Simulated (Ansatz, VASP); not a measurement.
**NaMgI3: VASP beside Ansatz**

The input INCAR:

```
PREC = Accurate
ENCUT = 520
EDIFF = 1E-7
ISMEAR = -1
SIGMA = 0.02
LREAL = F
LASPH = T
NELM = 80
ALGO = Normal
ISIF = 2
LWAVE = F
LCHARG = F
GGA = PE
NBANDS = 23
```

The input KPOINTS:

```
Automatic mesh
0
Gamma
  4 4 4
```

The input POSCAR:

```
NaMgI3
1.0
    5.7883286242      0.0000000000      0.0000000000
    0.0000000000      5.7883286242      0.0000000000
    0.0000000000      0.0000000000      5.7883286242
Na Mg I
1 1 3
Direct
    0.0000000000      0.0000000000      0.0000000000
    0.5000000000      0.5000000000      0.5000000000
    0.5000000000      0.5000000000      0.0000000000
    0.5000000000      0.0000000000      0.5000000000
    0.0000000000      0.5000000000      0.5000000000
```

Input for Ansatz:

```yaml
crystal:
  lattice:
    - [5.7883286242, 0.0, 0.0]
    - [0.0, 5.7883286242, 0.0]
    - [0.0, 0.0, 5.7883286242]
  atoms:
    - { symbol: Na, position: [0.0, 0.0, 0.0] }
    - { symbol: Mg, position: [0.5, 0.5, 0.5] }
    - { symbol: I, position: [0.5, 0.5, 0.0] }
    - { symbol: I, position: [0.5, 0.0, 0.5] }
    - { symbol: I, position: [0.0, 0.5, 0.5] }
kpoints:
  mp_grid: { grid: [4, 4, 4] }
  band_path:
    path: [[0.0, 0.0, 0.0], [0.0, 0.5, 0.0], [0.5, 0.5, 0.0], [0.5, 0.5, 0.5]]
    npoints: 1
hamiltonian:
  xc: pbe
scf:
  occupations: { method: fermi_dirac, width: 0.02 }
  n_extra_bands: 5
output:
  forces: true
  stress: true
  eigenvalues: true
```

Alike in both runs: task single point; functional PBE; k mesh 4 × 4 × 4; occupations fermi-dirac, width 0.02 eV; no spin polarisation.

```csv
,VASP,Ansatz
version,VASP 6.6.1,Ansatz 0.2.0
potentials or method,"VASP PAW PBE potentials, release 64 (Na_pv, Mg, I)","plane waves, PAW"
plane-wave cutoff (eV),520,420
valence electrons in the cell,30,70
```

Ansatz gave:

| Quantity | Value |
| --- | --- |
| gap on the k mesh at the Fermi level (eV) | 1.20 |
| pressure (GPa) | 0.3 |

**Question.** Which values does VASP return?

**Answer.** gap on the k mesh at the Fermi level (eV): 1.19; pressure (GPa): 0.2.

The functional is the same, so the differences come from potentials, cutoffs and numerics. VASP's potentials hold 30 valence electrons a cell and Ansatz's 70, so a difference there can come from the potentials and not from the codes.

Neither program's run includes spin-orbit coupling.
